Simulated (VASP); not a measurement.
Runs of VASP 6.6.1 on La. The structure is that of space group Im-3m (No. 229), or close to it. The cells are those of the table. This isn't the form of La at room conditions, which is double hcp.

```tsv
task	spin	cell	k mesh	cutoff (eV)	gap on the mesh (eV)	pressure (GPa)
single point	off	a = 3.683 Å, angles 109.5°, 1 atom	17 × 17 × 17	520	none	0.0
single point	off	a = 3.633 Å, angles 109.5°, 1 atom	12 × 12 × 12	520	none	1.2
single point	off	a = 3.825 Å, angles 109.5°, 1 atom	12 × 12 × 12	520	none	(b)
single point	off	a = 3.731 Å, angles 109.5°, 1 atom	12 × 12 × 12	520	none	-0.9
single point	off	a = 3.529 Å, angles 109.5°, 1 atom	12 × 12 × 12	520	none	3.8
single point	off	a = 3.683 Å, angles 109.5°, 1 atom	11 × 11 × 11	520	none	0.0
single point	off	a = 3.582 Å, angles 109.5°, 1 atom	12 × 12 × 12	520	none	(a)
single point	off	a = 3.683 Å, angles 109.5°, 1 atom	12 × 12 × 12	520	none	0.0
single point	off	a = 3.779 Å, angles 109.5°, 1 atom	12 × 12 × 12	520	none	-1.7
relaxation of cell and atoms	off	relaxed from a = 3.649 Å, angles 109.5°, 1 atom	11 × 11 × 11	600	none	0.0
single point	non-collinear, zero start, SOC	a = 3.683 Å, angles 109.5°, 1 atom	10 × 10 × 10	520	-	0.0
```

Alike in all rows: level r2SCAN; potentials or basis VASP PAW PBE potentials, release 64 (La); smearing fermi-dirac 0.1 eV.

Problem. Estimate the missing entries.

Solution. (a) 2.4; (b) -2.5.

Caveats: the PAW data sets were made with another functional, which shifts forces and pressure a little; spin-orbit coupling is left out, which moves the levels of the heavy elements (at least some runs); the cell stands under pressure (at least some runs).

A k mesh can miss the band edges, and rows without SOC leave out spin-orbit coupling on La.

A gap of «none» marks levels without a gap at the run's occupations.
